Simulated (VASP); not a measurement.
Set up this calculation in VASP 6.6.1, as the native input.

```
Task                   : single point
Functional             : PBE
Potentials or basis    : VASP PAW PBE potentials, release 64 (K_sv)
Cutoff                 : 520 eV
k mesh                 : 12 × 12 × 12
Occupations            : gaussian, width 0.1 eV
Spin                   : no spin polarisation
Dipole correction      : no
Further INCAR settings : ALGO = Normal; EDIFF = 1e-06; NBANDS = 10
```

The structure of K lies in POSCAR:

```
K
1.0
   -2.6409252679      2.6409252679      2.6409252679
    2.6409252679     -2.6409252679      2.6409252679
    2.6409252679      2.6409252679     -2.6409252679
K
1
Direct
    0.0000000000      0.0000000000      0.0000000000
```

One way to write it, as run:

INCAR

```
  ALGO = Normal
  EDIFF = 1E-6
  ENCUT = 520
  GGA = PE
  ISIF = 2
  ISMEAR = 0
  LASPH = T
  LCHARG = F
  LREAL = F
  LWAVE = F
  NBANDS = 10
  NELM = 100
  PREC = Accurate
  SIGMA = 0.1
```

KPOINTS

```
k-points
0
Gamma
  12 12 12
```

Potentials or basis: VASP PAW PBE potentials, release 64 (K_sv).

Command:

```console
$ cat potpaw_PBE.64/K_sv/POTCAR > POTCAR
$ mpirun -np 1 vasp_std > vasp.out
```

Results of the run:

```
Pressure : 0.0 GPa
```

It took 25 s on 1 thread of Intel(R) Xeon(R) Platinum 8488C (Sapphire Rapids) (shared host), peak memory 0.22 GiB.
